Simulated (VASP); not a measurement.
Sr, 1 atom in the cell. Symmetry: I4/mmm, No. 139, tetragonal system. The conventional cell has a = 5.015 Å, b = 5.015 Å, c = 4.263 Å, α = 90.00°, β = 90.00°, γ = 90.00°. Sr (site symmetry 4/mmm) has 14 Sr at 4.14 to 5.01 Å within 5.4 Å.  This cell differs from its parent crystal: ratio of the length along z to the lengths across it x 0.85, volume and fractional coordinates fixed.

- Program: VASP 6.6.1
- Task: single point
- Functional: PBE
- Potentials or basis: VASP PAW PBE potentials, release 64 (Sr_sv)
- Cutoff: 520 eV
- k mesh: 20 × 20 × 20
- Occupations: gaussian, width 0.15 eV
- Spin: no spin polarisation
- Dipole correction: no
- Further INCAR settings: ALGO = Fast; EDIFF = 1e-06; NBANDS = 11

Potentials or basis: VASP PAW PBE potentials, release 64 (Sr_sv).

Command:

```bash
$ cat potpaw_PBE.64/Sr_sv/POTCAR > POTCAR
$ mpirun -np 1 vasp_std > vasp.out
```

Hardware: 1 thread of Intel(R) Xeon(R) 6975P-C (Granite Rapids), on a shared host.

Q: Estimate the wall time of this run.

A: Run time: 2.1 min on 1 thread of Intel(R) Xeon(R) 6975P-C (Granite Rapids), on a shared host, peak memory 0.48 GiB. Counts: scf iterations 12, k points 641.
